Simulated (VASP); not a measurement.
Set up this calculation in VASP 6.6.1, as the native input.

| Quantity | Value |
| --- | --- |
| Task | single point |
| Functional | PBE |
| Potentials or basis | VASP PAW PBE potentials, release 64 (Li_sv, Re, H) |
| Cutoff | 520 eV |
| k mesh | 4 × 4 × 4 |
| Occupations | gaussian, width 0.1 eV |
| Spin | no spin polarisation |
| Dipole correction | no |
| Further INCAR settings | ALGO = Normal; EDIFF = 1e-07; NBANDS = 18 |

The structure of LiReH6 lies in POSCAR:

```
LiReH6
1.0
    4.1561305100      0.0000000000      0.0000000000
    0.0000000000      4.1561305100      0.0000000000
    0.0000000000      0.0000000000      4.1561305100
Li Re H
1 1 6
Direct
    0.5000000000      0.5000000000      0.5000000000
    0.0000000000      0.0000000000      0.0000000000
    0.0000000000      0.5000000000      0.7456844400
    0.5000000000      0.2543155600      0.0000000000
    0.7456844400      0.0000000000      0.5000000000
    0.0000000000      0.5000000000      0.2543155600
    0.5000000000      0.7456844400      0.0000000000
    0.2543155600      0.0000000000      0.5000000000
```

These files were run (other wordings do the same):

INCAR

```
SYSTEM = LiReH6
  ALGO = Normal
  EDIFF = 1E-7
  ENCUT = 520
  GGA = PE
  ISIF = 2
  ISMEAR = 0
  LASPH = .True.
  LCHARG = .True.
  LELF = .True.
  LREAL = .False.
  LVHAR = .True.
  LWAVE = .False.
  NBANDS = 18
  NELM = 80
  PREC = Accurate
  SIGMA = 0.1
```

KPOINTS

```
k-points
0
Gamma
  4 4 4
  0 0 0
```

Potentials or basis: VASP PAW PBE potentials, release 64 (Li_sv, Re, H).

Command:

```sh
$ cat potpaw_PBE.64/Li_sv/POTCAR potpaw_PBE.64/Re/POTCAR potpaw_PBE.64/H/POTCAR > POTCAR
$ mpirun -np 1 vasp_std > vasp.out
```

It gave:

```json
{
 "Largest force": "0.945 eV/Å",
 "Band gap on the k mesh": "zero (band 8 reaches 1.50 eV, above the bottom of band 9 at 0.55 eV)"
}
```

Caveat: the k points lie up to 0.38 Å⁻¹ apart; spin-orbit coupling is left out, which moves the levels of the heavy elements.

It took 17 s on 1 thread of Intel(R) Xeon(R) Platinum 8259CL CPU @ 2.50GHz (Skylake/Cascade Lake), with other jobs on the host, peak memory 0.18 GiB.
